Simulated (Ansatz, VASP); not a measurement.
# One calculation of Al3B2As, two programs

File INCAR:

```
SYSTEM = Al3B2As
  PREC = Accurate
  ENCUT = 600
  EDIFF = 1E-6
  ISMEAR = 0
  SIGMA = 0.1
  LREAL = .FALSE.
  LASPH = .TRUE.
  NELM = 60
  ALGO = Normal
  ISIF = 3
  LWAVE = .FALSE.
  LCHARG = .FALSE.
  GGA = PE
  IBRION = 2
  NSW = 90
  EDIFFG = -0.04
```

Contents of KPOINTS:

```
regular mesh
0
G
  6 6 4
  0 0 0
```

POSCAR

```
Al3B2As
1.0
    4.8584535800      0.0000000000      0.0000000000
   -2.4292267900      4.2075442200      0.0000000000
    0.0000000000      0.0000000000      4.4148375800
Al B As
3 2 1
Direct
    0.7696222000      0.0000000000      0.5000000000
    0.0000000000      0.7696222000      0.5000000000
    0.2303778000      0.2303778000      0.5000000000
    0.3333333300      0.6666666700      0.5000000000
    0.6666666700      0.3333333300      0.5000000000
    0.0000000000      0.0000000000      0.0000000000
```

Input for Ansatz:

```yaml
crystal:
  lattice:
    - [4.85845358, 0.0, 0.0]
    - [-2.42922679, 4.20754422, 0.0]
    - [0.0, 0.0, 4.41483758]
  atoms:
    - { symbol: Al, position: [0.7696222, 0.0, 0.5] }
    - { symbol: Al, position: [0.0, 0.7696222, 0.5] }
    - { symbol: Al, position: [0.2303778, 0.2303778, 0.5] }
    - { symbol: B, position: [0.33333333, 0.66666667, 0.5] }
    - { symbol: B, position: [0.66666667, 0.33333333, 0.5] }
    - { symbol: As, position: [0.0, 0.0, 0.0] }
basis:
  ecutwfc: 420
kpoints:
  mp_grid: { grid: [6, 6, 4] }
hamiltonian:
  xc: pbe
scf:
  occupations: { method: gaussian, width: 0.1 }
  lower_state_search: "off"
output:
  forces: true
  stress: true
  eigenvalues: true
relax:
  adjacent_minimum: "off"
  f_tol: 0.04
  max_steps: 70
  cell: { stress_tol: 0.4 }
```

Alike in both runs: task relaxation of cell and atoms; functional PBE; k mesh 6 × 6 × 4; occupations gaussian, width 0.1 eV; no spin polarisation.

```csv
,VASP,Ansatz
version,VASP 6.6.1,Ansatz 0.2.0
potentials or method,"VASP PAW PBE potentials, release 64 (Al, B, As), cutoff 600 eV","scalar-relativistic, plane waves, PAW"
valence electrons in the cell,20,30
```

Ansatz gave:

```
gap on the k mesh at the Fermi level, each at its own relaxed structure (eV) : none
relaxed volume (Å³/atom)                                                     : 17.28
relaxed cell length with the largest relative difference (Å)                 : 2.853
```

**Question.** Estimate VASP's values.

**Answer.** gap on the k mesh at the Fermi level, each at its own relaxed structure (eV): none; relaxed volume (Å³/atom): 17.27; relaxed cell length with the largest relative difference (Å): 2.854.

A gap of «none» marks a metal or a gap that the smearing closes. VASP's potentials hold 20 valence electrons a cell and Ansatz's 30, so a difference there can come from the potentials and not from the codes.
